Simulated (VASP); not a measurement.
Set up this calculation in VASP 6.6.1, as the native input.

| Property | Result |
| --- | --- |
| Task | single point |
| Functional | r2SCAN |
| Potentials or basis | VASP PAW PBE potentials, release 64 (F, O) |
| Cutoff | 520 eV |
| k mesh | 12 × 12 × 12 |
| Occupations | fermi-dirac, width 0.1 eV |
| Spin | no spin polarisation |
| Dipole correction | no |
| Further INCAR settings | ALGO = Normal; EDIFF = 1e-06; NBANDS = 16 |

Crystal: O2F (fluorite type).

```
CELL_PARAMETERS angstrom
0.00000 2.42064 2.42064
2.42064 0.00000 2.42064
2.42064 2.42064 0.00000
ATOMIC_POSITIONS crystal
F 0.00000 0.00000 0.00000
O 0.25000 0.25000 0.25000
O 0.75000 0.75000 0.75000
```

One way to write it, as run:

POSCAR

```
O2F
1.0
    0.0000000000      2.4206425756      2.4206425756
    2.4206425756      0.0000000000      2.4206425756
    2.4206425756      2.4206425756      0.0000000000
F O
1 2
Direct
    0.0000000000      0.0000000000      0.0000000000
    0.2500000000      0.2500000000      0.2500000000
    0.7500000000      0.7500000000      0.7500000000
```

INCAR.step1

```
SYSTEM = O2F
ALGO     = Normal         ! electronic algorithm
EDIFF    = 1E-4           ! SCF threshold, eV
ENCUT    = 520            ! plane-wave cutoff, eV
GGA      = PE             ! functional
ISMEAR   = -1             ! smearing method
LASPH    = .True.         ! aspherical terms in the spheres
LCHARG   = .False.        ! write CHGCAR
LREAL    = .False.        ! projectors in reciprocal space
LWAVE    = .True.         ! write WAVECAR
NBANDS   = 16             ! bands
NELM     = 80             ! most SCF steps
PREC     = Accurate       ! precision mode
SIGMA    = 0.1            ! smearing width, eV
```

INCAR.step2

```
SYSTEM = O2F
ALGO     = Normal         ! electronic algorithm
EDIFF    = 1E-6           ! SCF threshold, eV
ENCUT    = 520            ! plane-wave cutoff, eV
ISIF     = 2              ! what is computed and relaxed
ISMEAR   = -1             ! smearing method
ISTART   = 1            
LASPH    = .True.         ! aspherical terms in the spheres
LCHARG   = .False.        ! write CHGCAR
LMIXTAU  = .True.       
LREAL    = .False.        ! projectors in reciprocal space
LWAVE    = .False.        ! write WAVECAR
METAGGA  = R2SCAN         ! meta-GGA
NBANDS   = 16             ! bands
NELM     = 80             ! most SCF steps
PREC     = Accurate       ! precision mode
SIGMA    = 0.1            ! smearing width, eV
```

KPOINTS

```
k-points
0
Gamma
  12 12 12
  0 0 0
```

Potentials or basis: VASP PAW PBE potentials, release 64 (F, O).

Command:

```console
$ cat potpaw_PBE.64/F/POTCAR potpaw_PBE.64/O/POTCAR > POTCAR
$ cp INCAR.step1 INCAR
$ mpirun -np 1 vasp_std > vasp.out
$ cp INCAR.step2 INCAR
$ mpirun -np 1 vasp_std > vasp.out
```

It gave:

- Pressure: 3.4 GPa
- Band gap on the k mesh: zero (an odd number of electrons rules out a gap without spin polarisation)

Caveat: the cell stands under pressure; the PAW data sets were made with another functional, which shifts forces and pressure a little; an odd number of electrons without spin polarisation forces a metal; a magnetic or distorted state may lie lower.

It took 3.3 min on 1 thread of AMD EPYC 7R13 (shared host), peak memory 0.14 GiB.
